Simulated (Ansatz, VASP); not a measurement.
Two plane-wave programs on Cu

The input INCAR:

```
PREC = Accurate
ENCUT = 520
EDIFF = 1E-6
ISMEAR = 0
SIGMA = 0.15
LREAL = F
LASPH = T
NELM = 60
ALGO = Fast
ISIF = 2
LWAVE = F
LCHARG = F
GGA = PS
NBANDS = 12
```

The input KPOINTS:

```
regular mesh
0
Gamma
  24 24 24
```

File POSCAR:

```
Cu
1.0
    0.0000000000      1.8584420788      1.7097667125
    1.8584420788      0.0000000000      1.7097667125
    1.8584420788      1.8584420788      0.0000000000
Cu
1
Direct
    0.0000000000      0.0000000000      0.0000000000
```

Input for Ansatz:

```yaml
crystal:
  lattice:
    - [0.0, 1.8584420788, 1.7097667125]
    - [1.8584420788, 0.0, 1.7097667125]
    - [1.8584420788, 1.8584420788, 0.0]
  atoms:
    - { symbol: Cu, position: [0.0, 0.0, 0.0] }
basis:
  ecutwfc: 420
kpoints:
  mp_grid: { grid: [24, 24, 24] }
hamiltonian:
  xc: pbesol
scf:
  occupations: { method: gaussian, width: 0.15 }
output:
  forces: true
  stress: true
  eigenvalues: true
```

Alike in both runs: task single point; functional PBEsol; k mesh 24 × 24 × 24; occupations gaussian, width 0.15 eV; no spin polarisation.

```csv
,VASP,Ansatz
version,VASP 6.6.1,Ansatz 0.2.0
potentials or method,"VASP PAW PBE potentials, release 64 (Cu), cutoff 520 eV","scalar-relativistic, plane waves, PAW"
valence electrons in the cell,11,19
```

|  | VASP | Ansatz | Ansatz less VASP |
| --- | --- | --- | --- |
| gap on the k mesh at the Fermi level (eV) | none | none | - |
| pressure (GPa) | -5.4 | -6.3 | -0.87 |
| traceless stress, the component that is largest in VASP (GPa) | 2.18 | 2.19 | +0.008 |

VASP's potentials were made for PBE, not for PBEsol. A gap of «none» marks a metal or a gap that the smearing closes. The functional is the same, so the differences come from potentials, cutoffs and numerics. VASP's potentials hold 11 valence electrons a cell and Ansatz's 19, so a difference there can come from the potentials and not from the codes.
